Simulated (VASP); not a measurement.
Runs of VASP 6.6.1 on PbO. The structure is that of space group P6_3/mmc (No. 194), or close to it. The cells are those of the table. 

```tsv
task	level	potentials or basis	cell	k mesh	cutoff (eV)	smearing	gap on the mesh (eV)	pressure (GPa)	relaxed volume (Å³/atom)
single point	PBE	VASP PAW PBE potentials, release 64 (Pb_d, O)	a = 4.304, b = 4.304, c = 5.333 Å, angles 90.0, 90.0, 120.0°, 4 atoms	12 × 12 × 6	520	fermi-dirac 0.02 eV	1.31	0.0	-
single point	LDA	VASP PAW LDA potentials, release 64 (Pb_d, O)	a = 4.260, b = 4.260, c = 5.277 Å, angles 90.0, 90.0, 120.0°, 4 atoms	12 × 12 × 6	520	gaussian 0.01 eV	(a)	-3.7	-
single point	LDA	VASP PAW LDA potentials, release 64 (Pb_d, O)	a = 4.196, b = 4.196, c = 5.180 Å, angles 90.0, 90.0, 120.0°, 4 atoms	6 × 6 × 4	520	fermi-dirac 0.02 eV	1.14	0.2	-
single point	PBE	VASP PAW PBE potentials, release 64 (Pb_d, O)	a = 4.260, b = 4.260, c = 5.277 Å, angles 90.0, 90.0, 120.0°, 4 atoms	12 × 12 × 6	520	fermi-dirac 0.02 eV	1.28	2.4	-
relaxation of cell and atoms	PBEsol	VASP PAW PBE potentials, release 64 (Pb_d, O)	relaxed from a = 4.304, b = 4.304, c = 5.333 Å, angles 90.0, 90.0, 120.0°, 4 atoms	6 × 6 × 4	600	fermi-dirac 0.02 eV	(b)	0.0	20.38
single point	PBE	VASP PAW PBE potentials, release 64 (Pb_d, O)	a = 4.260, b = 4.260, c = 5.277 Å, angles 90.0, 90.0, 120.0°, 4 atoms	6 × 6 × 4	520	gaussian 0.01 eV	1.28	2.4	-
single point	r2SCAN	VASP PAW PBE potentials, release 64 (Pb_d, O)	a = 4.260, b = 4.260, c = 5.277 Å, angles 90.0, 90.0, 120.0°, 4 atoms	6 × 6 × 4	520	fermi-dirac 0.02 eV	1.57	0.2	-
relaxation of cell and atoms	LDA	VASP PAW LDA potentials, release 64 (Pb_d, O)	relaxed from a = 4.304, b = 4.304, c = 5.333 Å, angles 90.0, 90.0, 120.0°, 4 atoms	6 × 6 × 4	600	fermi-dirac 0.02 eV	1.15	0.0	19.78
```

Alike in all rows: no spin polarisation.

**Question.** Fill in the values left out.

**Answer.** (a) 1.20; (b) 1.19.

Caveats: spin-orbit coupling is left out, which moves the levels of the heavy elements; the PAW data sets were made with another functional, which shifts forces and pressure a little (some runs).

A k mesh can miss the band edges, and the runs leave out spin-orbit coupling on Pb.
